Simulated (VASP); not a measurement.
A run of VASP 6.6.1 is set up as follows.

The input INCAR:

```
SYSTEM = Sn2Te3
PREC = Accurate
ENCUT = 500
EDIFF = 1E-7
ISMEAR = 0
SIGMA = 0.1
LREAL = .FALSE.
LASPH = .TRUE.
NELM = 120
ALGO = Normal
ISIF = 3
LWAVE = .FALSE.
LCHARG = .FALSE.
GGA = PE
IBRION = 2
NSW = 100
EDIFFG = -0.01
GGA_COMPAT = .FALSE.
NELMIN = 4
```

Contents of KPOINTS:

```
Automatic mesh
0
G
  12 12 4
  0 0 0
```

The input POSCAR:

```
Sn2Te3
1.0
    4.3461334445      0.0000000000      0.0000000000
   -2.1730667223      3.7638619712      0.0000000000
    0.0000000000      0.0000000000     10.0057087563
Sn Te
2 3
Direct
    0.3333333333      0.6666666667      0.1945077799
    0.6666666667      0.3333333333      0.8054922201
    0.0000000000      0.0000000000      0.0000000000
    0.3333333333      0.6666666667      0.6401181938
    0.6666666667      0.3333333333      0.3598818062
```

Potentials or basis: VASP PAW PBE potentials, release 64 (Sn_d, Te).

Launch:

```bash
$ cat potpaw_PBE.64/Sn_d/POTCAR potpaw_PBE.64/Te/POTCAR > POTCAR
$ mpirun -np 1 vasp_std > vasp.out
```

(1) Estimate the band gap on the k mesh.

## Answers

(1) zero (bands 23 and 24 overlap by 1.17 eV).

Caveat: spin-orbit coupling is left out, which moves the levels of the heavy elements.
